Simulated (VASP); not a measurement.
# Pb (P6_3/mmc) in VASP: notebook

Pb is run at these levels: LDA; tasks: relaxation of cell and atoms, single point.

All numbers are computed with VASP 6.6.1; they aren't measurements. Logs are shortened: lines on timing, memory, paths and dates and some standing lists are left out, and cuts for length are marked.

## Step 1: The cell of the first run

Symmetry: P6_3/mmc, No. 194, hexagonal system. Conventional cell: a = 3.087 Å, b = 3.087 Å, c = 10.033 Å, α = 90.00°, β = 90.00°, γ = 120.00°. Within 4.0 Å of Pb (site symmetry -3m) lie 12 Pb at 3.08 to 3.09 Å. Pb (site symmetry -6m2) has 12 Pb at 3.08 to 3.09 Å within 4.0 Å.

This isn't the form of Pb at room conditions, which is fcc.

## Step 2: Relaxation of cell and atoms, LDA, target pressure 41 GPa, at which the enthalpy is minimised

INCAR

```
SYSTEM = Pb
ALGO = Normal ; EDIFF = 1E-6
EDIFFG = -0.005 ; ENCUT = 600
IBRION = 2 ; ISIF = 3
ISMEAR = -1 ; LASPH = .True.
LCHARG = .False. ; LREAL = .False.
LWAVE = .False. ; NELM = 60
NSW = 60 ; PREC = Accurate
PSTRESS = 410.0 ; SIGMA = 0.1
```

KPOINTS

```
k-points
0
Gamma
  12 12 3
  0 0 0
```

POSCAR

```
Pb
1.0
    3.0869758545      0.0000000000      0.0000000000
   -1.5434879273      2.6733995109      0.0000000000
    0.0000000000      0.0000000000     10.0326715272
Pb
4
Direct
    0.0000000000      0.0000000000      0.0000000000
    0.0000000000      0.0000000000      0.5000000000
    0.3333333333      0.6666666667      0.2500000000
    0.6666666667      0.3333333333      0.7500000000
```

Potentials or basis: VASP PAW LDA potentials, release 64 (Pb_d).

Started as:

```sh
$ cat potpaw_LDA.64/Pb_d/POTCAR > POTCAR
$ mpirun -np 1 vasp_std > vasp.out
```

OUTCAR:

```text
SYSTEM = Pb
   EDIFF = 1E-6
   EDIFFG = -0.005
   ENCUT = 600
   IBRION = 2
   ISIF = 3
   ISMEAR = -1
   LASPH = .True.
   LREAL = .False.
   NELM = 60
   NSW = 60
   PREC = Accurate
   PSTRESS = 410.0

 ion  position               nearest neighbor table
   1  0.000  0.000  0.000-   3 3.08   4 3.08   4 3.08   3 3.08   4 3.08   3 3.08
   2  0.000  0.000  0.500-   3 3.08   4 3.08   4 3.08   3 3.08   4 3.08   3 3.08
   3  0.333  0.667  0.250-   1 3.08   2 3.08   1 3.08   2 3.08   1 3.08   2 3.08
   4  0.667  0.333  0.750-   1 3.08   2 3.08   1 3.08   2 3.08   1 3.08   2 3.08

  LATTYP: Found a hexagonal cell.
 ALAT       =     3.0869758545
 C/A-ratio  =     3.2500000000

  Lattice vectors:

 A1 = (   3.0869758545,   0.0000000000,   0.0000000000)
 A2 = (  -1.5434879273,   2.6733995109,   0.0000000000)
 A3 = (   0.0000000000,   0.0000000000,  10.0326715272)

Analysis of symmetry for initial positions (statically):
=====================================================================
 Subroutine PRICEL returns:
 Original cell was already a primitive cell.

 Routine SETGRP: Setting up the symmetry group for a
 hexagonal supercell.

 Subroutine GETGRP returns: Found 24 space group operations
 (whereof 12 operations were pure point group operations)
 out of a pool of 24 trial point group operations.

The static configuration has the point symmetry D_3d.
 The point group associated with its full space group is D_6h.

Analysis of symmetry for dynamics (positions and initial velocities):
=====================================================================
 Subroutine PRICEL returns:
 Original cell was already a primitive cell.

 Routine SETGRP: Setting up the symmetry group for a
 hexagonal supercell.

 Subroutine GETGRP returns: Found 24 space group operations
 (whereof 12 operations were pure point group operations)
 out of a pool of 24 trial point group operations.

The dynamic configuration has the point symmetry D_3d.
 The point group associated with its full space group is D_6h.

 Subroutine INISYM returns: Found 24 space group operations
 (whereof 12 operations are pure point group operations),
 and found     1 'primitive' translations

----------------------------------------------------------------------------------------

                                     Primitive cell

  volume of cell :      82.7968

  direct lattice vectors                    reciprocal lattice vectors
     3.086975854  0.000000000  0.000000000     0.323941633  0.187027789  0.000000000
    -1.543487927  2.673399511  0.000000000     0.000000000  0.374055578  0.000000000
     0.000000000  0.000000000 10.032671527     0.000000000  0.000000000  0.099674349

  length of vectors
     3.086975854  3.086975855 10.032671527     0.374055578  0.374055578  0.099674349

  position of ions in fractional coordinates (direct lattice)
     0.000000000  0.000000000  0.000000000
     0.000000000  0.000000000  0.500000000
     0.333333333  0.666666667  0.250000000
     0.666666667  0.333333333  0.750000000

  ion indices of the primitive-cell ions
   primitive index   ion index
                 1           1
                 2           2
                 3           3
                 4           4

----------------------------------------------------------------------------------------

 KPOINTS: k-points

Automatic generation of k-mesh.
 Grid dimensions read from file:
 generate k-points for:   12   12    3

 Generating k-lattice:

  Cartesian coordinates                     Fractional coordinates (reciprocal lattice)
     0.026995136  0.015585649  0.000000000     0.083333333  0.000000000  0.000000000
     0.000000000  0.031171298  0.000000000     0.000000000  0.083333333  0.000000000
     0.000000000  0.000000000  0.033224783     0.000000000  0.000000000  0.333333333

  Length of vectors
     0.031171298  0.031171298  0.033224783

  Shift w.r.t. Gamma in fractional coordinates (k-lattice)
     0.000000000  0.000000000  0.000000000

 Subroutine IBZKPT returns following result:
 ===========================================

 Found     38 irreducible k-points:

 Following reciprocal coordinates:
            Coordinates               Weight
  0.000000  0.000000  0.000000      1.000000
  0.083333 -0.000000  0.000000      6.000000
  0.166667  0.000000  0.000000      6.000000
  0.250000  0.000000  0.000000      6.000000
  0.333333  0.000000  0.000000      6.000000
  0.416667 -0.000000  0.000000      6.000000
[... 16 lines left out ...]
  0.250000  0.000000  0.333333     12.000000
  0.333333  0.000000  0.333333     12.000000
 [... further k-points ...]
   k-points           NKPTS =     38   k-points in BZ     NKDIM =     38   number of bands    NBANDS=     33
   number of dos      NEDOS =    301   number of ions     NIONS =      4
   total plane-waves  NPLWV =  62720
   dimension x,y,z NGX =    28 NGY =   28 NGZ =   80
   dimension x,y,z NGXF=    56 NGYF=   56 NGZF=  160
   ions per type =               4
   NGX,Y,Z   is equivalent  to a cutoff of  15.08, 15.08, 13.26 a.u.
   NGXF,Y,Z  is equivalent  to a cutoff of  30.16, 30.16, 26.51 a.u.
 SYSTEM =  Pb
   PREC   = accura    normal or accurate (medium, high low for compatibility)
   ISTART =      0    job   : 0-new  1-cont  2-samecut
   ICHARG =      2    charge: 1-file 2-atom 10-const
   ISPIN  =      1    spin polarized calculation?
   LNONCOLLINEAR =      F non collinear calculations
   LSORBIT =      F    spin-orbit coupling
   LASPH  =      T    aspherical Exc in radial PAW
   ENCUT  =  600.0 eV  44.10 Ry    6.64 a.u.   6.17  6.17 20.04*2*pi/ulx,y,z
   NELM   =     60;   NELMIN=  2; NELMDL= -5     # of ELM steps
   EDIFF  = 0.1E-05   stopping-criterion for ELM
   LREAL  =      F    real-space projection
   EDIFFG = -.5E-02   stopping-criterion for IOM
   NSW    =     60    number of steps for IOM
   IBRION =      2    ionic relax: 0-MD 1-quasi-New 2-CG
   NFREE  =      1    steps in history (QN), initial steepest desc. (CG)
   ISIF   =      3    stress and relaxation
   ISYM   =      2    0-nonsym 1-usesym 2-fastsym
   POTIM  = 0.5000    time-step for ionic-motion
   TEBEG  =    0.0;   TEEND  =   0.0 temperature during run
   PSTRESS=  410.0 pullay stress
   NELECT =      56.0000    total number of electrons
   NUPDOWN=      -1.0000    fix difference up-down
   EMIN   =  10.00;   EMAX   =-10.00  energy-range for DOS
   EFERMI =   0.00;   METHOD = LEGACY
   ISMEAR =    -1;   SIGMA  =   0.10  broadening in eV -4-tet -1-fermi 0-gaus
   EFERMI_NEDOS =   21; number of points for ismear=-14 and -15
   IALGO  =     38    algorithm
   IMIX   =      4    mixing-type and parameters
     AMIX     =   0.40;   BMIX     =  1.00
     AMIX_MAG =   1.60;   BMIX_MAG =  1.00
  volume/ion in A,a.u.               =      20.70       139.69
  Fermi-wavevector in a.u.,A,eV,Ry     =   1.437031  2.715596 28.096839  2.065059
  Thomas-Fermi vector in A             =   2.556154
   LORBIT       =      0    0 simple, 1 ext, 2 COOP (PROOUT), +10 PAW based schemes
   GGA     = CA    functional components
   LHFCALC =     F    Hartree Fock is set to
   AEXX    =    0.0000 exact exchange contribution
   IVDW    =     0    specifies the selected vdW correction
   LEPSILON=     F    determine dielectric tensor
   LRPA    =     F    only Hartree local field effects (RPA)
 conjugate gradient relaxation of ions
 non-spin polarized calculation
  energy-cutoff  :      600.00
  volume of cell :       82.80
 maximum number of plane-waves:      2796
 NGX is ok and might be reduce to    28
   NGX = 13   NGY = 13   NGZ = 41

--------------------------------------- Ionic step        1  -------------------------------------------

 number of electron      56.0000007 magnetization

 Free energy of the ion-electron system (eV)
  ---------------------------------------------------
  ext. energy  EPLUGINS =         0.00000000
  ---------------------------------------------------
  free energy    TOTEN  =       -13.97524173 eV

  energy without entropy =      -13.92075777  energy(sigma->0) =      -13.94799975

------------------------ aborting loop because EDIFF is reached ----------------------------------------

  FORCE on cell =-STRESS in cart. coord.  units (eV):
  Direction    XX          YY          ZZ          XY          YZ          ZX
  --------------------------------------------------------------------------------------
  -------------------------------------------------------------------------------------
  Total       20.9566258     20.9566258     21.2462804     -0.0000000      0.0000000      0.0000000
  in kB      405.5255764    405.5255764    411.1305984     -0.0000000      0.0000000      0.0000000
  external PRESSURE =      -2.6060829 kB  Pullay stress =     410.0000000 kB

 VOLUME and BASIS-vectors are now :
 -----------------------------------------------------------------------------
  energy-cutoff  :      600.00
  volume of cell :       82.80
      direct lattice vectors                 reciprocal lattice vectors
     3.086975854  0.000000000  0.000000000     0.323941633  0.187027789  0.000000000
    -1.543487927  2.673399511  0.000000000     0.000000000  0.374055578  0.000000000
     0.000000000  0.000000000 10.032671527     0.000000000  0.000000000  0.099674349
[... 130 lines left out ...]
  FREE ENERGIE OF THE ION-ELECTRON SYSTEM (eV)
  ---------------------------------------------------
  free  energy   TOTEN  =       -13.9610807591 eV

  energy  without entropy=      -13.9067314519  energy(sigma->0) =      -13.93390611

  enthalpy is  TOTEN    =         7.2123296448 eV   P V=       21.1734104039

--------------------------------------- Ionic step        5  -------------------------------------------

 number of electron      56.0000008 magnetization

 Free energy of the ion-electron system (eV)
  ---------------------------------------------------
  ext. energy  EPLUGINS =         0.00000000
  ---------------------------------------------------
  free energy    TOTEN  =       -13.95156995 eV

  energy without entropy =      -13.89716547  energy(sigma->0) =      -13.92436771

 E-fermi :  12.3423     XC(G=0): -12.4242

 val. band max:       12.2560707112   @ k =   0.4167   0.1667   0.3333
 cond. band min:      12.3467541639   @ k =   0.1667   0.1667   0.0000
 fundamental gap:      0.0906834528
 Fermi energy:        12.3422894047

 k-point     1 :       0.0000    0.0000    0.0000
  band No.  band energies     occupation
      1      -5.6794      2.00000
      2      -5.5125      2.00000
      3      -5.4983      2.00000
      4      -5.3920      2.00000
      5      -5.3832      2.00000
      6      -5.3832      2.00000
[... 853 lines left out ...]
     32      16.5015      0.00000
     33      18.0328      0.00000

 [... further k-points ...]

------------------------ aborting loop because EDIFF is reached ----------------------------------------

  FORCE on cell =-STRESS in cart. coord.  units (eV):
  Direction    XX          YY          ZZ          XY          YZ          ZX
  --------------------------------------------------------------------------------------
  -------------------------------------------------------------------------------------
  Total       21.1587229     21.1587229     21.1553915     -0.0000000      0.0000000      0.0000000
  in kB      409.9008779    409.9008779    409.8363395     -0.0000000      0.0000000      0.0000000
  external PRESSURE =      -0.1206349 kB  Pullay stress =     410.0000000 kB

 VOLUME and BASIS-vectors are now :
 -----------------------------------------------------------------------------
  energy-cutoff  :      600.00
  volume of cell :       82.70
      direct lattice vectors                 reciprocal lattice vectors
     3.082872676 -0.000000000  0.000000000     0.324372786  0.187276716 -0.000000000
    -1.541436338  2.669846054  0.000000000     0.000000000  0.374553431  0.000000000
     0.000000000 -0.000000000 10.047994212    -0.000000000 -0.000000000  0.099522350

 POSITION                                       TOTAL-FORCE (eV/Angst)
 -----------------------------------------------------------------------------------
     -0.00000      0.00000      0.00000         0.000000     -0.000000      0.000000
      0.00000     -0.00000      5.02400         0.000000     -0.000000      0.000000
     -0.00000      1.77990      2.51200        -0.000000      0.000000      0.000000
      1.54144      0.88995      7.53600         0.000000     -0.000000     -0.000000
 -----------------------------------------------------------------------------------
    total drift:                                0.000000     -0.000000      0.000000

  FREE ENERGIE OF THE ION-ELECTRON SYSTEM (eV)
  ---------------------------------------------------
  free  energy   TOTEN  =       -13.9515699472 eV

  energy  without entropy=      -13.8971654710  energy(sigma->0) =      -13.92436771

  enthalpy is  TOTEN    =         7.2122695587 eV   P V=       21.1638395059

 reached required accuracy - stopping structural energy minimisation
```

Wall time 3.2 min (1 thread of Intel Xeon Platinum 8559C (Emerald Rapids), shared host); peak memory 0.26 GiB.

What came out:

```yaml
Free_energy: -13.9516 eV
Relaxed_volume: 20.68 Å³/atom
Relaxed_cell: a = 3.083 Å, b = 3.083 Å, c = 10.048 Å, α = 90.00°, β = 90.00°, γ = 120.00°
Space_group_after_relaxing_to_0.1_Å: P6_3/mmc (No. 194)
Energy_change_on_relaxing_the_run_minimises_the_enthalpy: +5.9 meV/atom
Ionic_steps: 5
Pressure_after_relaxing: 41.0 GPa
Band_gap_on_the_k_mesh: zero (bands 28 and 29 overlap by 11.24 eV)
```

Step by step:
```
step  energy change (eV)  largest force (eV/Å)  pressure (GPa)  volume (Å³)
   1              0.0000                0.0000           40.74        82.80
   2              0.1037                0.0000           41.84        82.39
   3              0.0366                0.0000           41.15        82.65
   4              0.0142                0.0000           40.91        82.74
   5              0.0237                0.0000           40.99        82.70
```

Final structure:
```xyz
4
Lattice="3.0829 0.0000 0.0000 -1.5414 2.6698 0.0000 0.0000 0.0000 10.0480" Properties=species:S:1:pos:R:3 pbc="T T T"
Pb    0.0000    0.0000    0.0000
Pb    0.0000    0.0000    5.0240
Pb    0.0000    1.7799    2.5120
Pb    1.5414    0.8899    7.5360
```

Levels at points of the mesh, in eV from the Fermi level:
```
           k point  band 25  band 26  band 27  band 28  band 29  band 30  band 31  band 32
(0.00, 0.00, 0.00)    -6.55     1.49     1.49     7.77     7.77     9.02     9.02     9.13
(0.50, 0.00, 0.00)    -6.24    -5.84    -2.76    -2.37    -0.42     0.97     2.26     4.42
```

Caveat: the cell is relaxed towards a set pressure, so the run minimises the enthalpy, not the energy; spin-orbit coupling is left out, which moves the levels of the heavy elements.

## Step 3: Single point, LDA

This run uses another cell than the first one, of 20.63 Å³/atom.

INCAR

```
  PREC = Accurate
  ENCUT = 520
  EDIFF = 1E-6
  ISMEAR = -1
  SIGMA = 0.1
  LREAL = F
  LASPH = T
  NELM = 80
  ALGO = Normal
  ISIF = 2
  LWAVE = F
  LCHARG = F
  GGA = CA
  NBANDS = 36
```

KPOINTS

```
Automatic mesh
0
Gamma
  12 12 3
```

POSCAR

```
Pb
1.0
    3.0804744723      0.0000000000      0.0000000000
   -1.5402372362      2.6677691487      0.0000000000
    0.0000000000      0.0000000000     10.0399322306
Pb
4
Direct
    0.0000000000      0.0000000000      0.0000000000
    0.0000000000      0.0000000000      0.5000000000
    0.3333333333      0.6666666667      0.2500000000
    0.6666666667      0.3333333333      0.7500000000
```

Potentials or basis: VASP PAW LDA potentials, release 64 (Pb_d).

Started as:

```sh
$ cat potpaw_LDA.64/Pb_d/POTCAR > POTCAR
$ mpirun -np 1 vasp_std > vasp.out
```

It took 31 s on 1 thread of Intel Xeon 6975P-C (Granite Rapids), shared host; peak memory 0.21 GiB.

The run converged. Its results:

```yaml
Free_energy: -13.9008 eV
Pressure: 41.4 GPa
Band_gap_on_the_k_mesh: zero (bands 28 and 29 overlap by 11.26 eV)
```

Levels at points of the mesh, in eV from the Fermi level:
```
           k point  band 24  band 25  band 26  band 27  band 28  band 29  band 30  band 31  band 32  band 33
(0.00, 0.00, 0.00)    -8.57    -6.56     1.49     1.49     7.78     7.78     9.03     9.03     9.13     9.16
(0.50, 0.00, 0.00)    -6.91    -6.25    -5.85    -2.76    -2.37    -0.43     0.97     2.26     4.42     4.43
```

Caveat: the cell stands under pressure; spin-orbit coupling is left out, which moves the levels of the heavy elements.
